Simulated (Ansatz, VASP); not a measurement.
# Ge in VASP and in Ansatz

File INCAR:

```
  ALGO = Normal
  EDIFF = 1E-7
  ENCUT = 500
  GGA = PE
  ISIF = 2
  ISMEAR = -1
  LASPH = True
  LCHARG = False
  LREAL = False
  LWAVE = False
  NELM = 80
  PREC = Accurate
  SIGMA = 0.05
```

Contents of KPOINTS:

```
k-points
0
Gamma
  8 8 8
```

File POSCAR:

```
Ge
1.0
    0.0000000000      2.8289100000      2.8289100000
    2.8289100000      0.0000000000      2.8289100000
    2.8289100000      2.8289100000      0.0000000000
Ge
2
Direct
    0.7500000000      0.7500000000      0.7500000000
    0.5000000000      0.5000000000      0.5000000000
```

The input KPOINTS_OPT:

```
path GXWKGLUWLK,UX
10
line-mode
reciprocal
 0.0000000000  0.0000000000  0.0000000000  G
 0.5000000000  0.0000000000  0.5000000000  X

 0.5000000000  0.0000000000  0.5000000000  X
 0.5000000000  0.2500000000  0.7500000000  W

 0.5000000000  0.2500000000  0.7500000000  W
 0.3750000000  0.3750000000  0.7500000000  K

 0.3750000000  0.3750000000  0.7500000000  K
 0.0000000000  0.0000000000  0.0000000000  G

 0.0000000000  0.0000000000  0.0000000000  G
 0.5000000000  0.5000000000  0.5000000000  L

 0.5000000000  0.5000000000  0.5000000000  L
 0.6250000000  0.2500000000  0.6250000000  U

 0.6250000000  0.2500000000  0.6250000000  U
 0.5000000000  0.2500000000  0.7500000000  W

 0.5000000000  0.2500000000  0.7500000000  W
 0.5000000000  0.5000000000  0.5000000000  L

 0.5000000000  0.5000000000  0.5000000000  L
 0.3750000000  0.3750000000  0.7500000000  K

 0.6250000000  0.2500000000  0.6250000000  U
 0.5000000000  0.0000000000  0.5000000000  X
```

The input input.yaml:

```yaml
crystal:
  lattice:
    - [0.0, 2.82891, 2.82891]
    - [2.82891, 0.0, 2.82891]
    - [2.82891, 2.82891, 0.0]
  atoms:
    - { symbol: Ge, position: [0.75, 0.75, 0.75] }
    - { symbol: Ge, position: [0.5, 0.5, 0.5] }
hamiltonian:
  xc: pbe
  pseudopotentials: { kind: paw }
kpoints:
  mp_grid: { grid: [8, 8, 8] }
  band_path:
    path:
      - [[0.0, 0.0, 0.0], [0.5, 0.0, 0.5], [0.5, 0.25, 0.75], [0.375, 0.375, 0.75], [0.0, 0.0, 0.0], [0.5, 0.5, 0.5], [0.625, 0.25, 0.625], [0.5, 0.25, 0.75], [0.5, 0.5, 0.5], [0.375, 0.375, 0.75]]
      - [[0.625, 0.25, 0.625], [0.5, 0.0, 0.5]]
    npoints: 14
scf:
  occupations: { method: fermi_dirac, width: 0.05 }
  n_extra_bands: 6
output:
  forces: true
  stress: true
  eigenvalues: true
  fatbands: false
  write_density: true
  write_potential: true
  elf: true
  volumetric_format: npy
```

Alike in both runs: task band structure; functional PBE; k mesh 8 × 8 × 8; occupations fermi-dirac, width 0.05 eV; no spin polarisation.

|  | VASP | Ansatz |
| --- | --- | --- |
| version | VASP 6.6.1 | Ansatz 0.2.0 |
| potentials or method | VASP PAW PBE potentials, release 54 (Ge) | Ansatz PAW |
| plane-wave cutoff (eV) | 500 | 420 |
| valence electrons in the cell | 8 | 28 |

|  | VASP | Ansatz | Ansatz less VASP |
| --- | --- | --- | --- |
| pressure (GPa) | 4.5 | 3.6 | -0.84 |

With one functional, cell and mesh, what is left measures potentials, basis and numerics. VASP's potentials hold 8 valence electrons a cell and Ansatz's 28, so a difference there can come from the potentials and not from the codes.
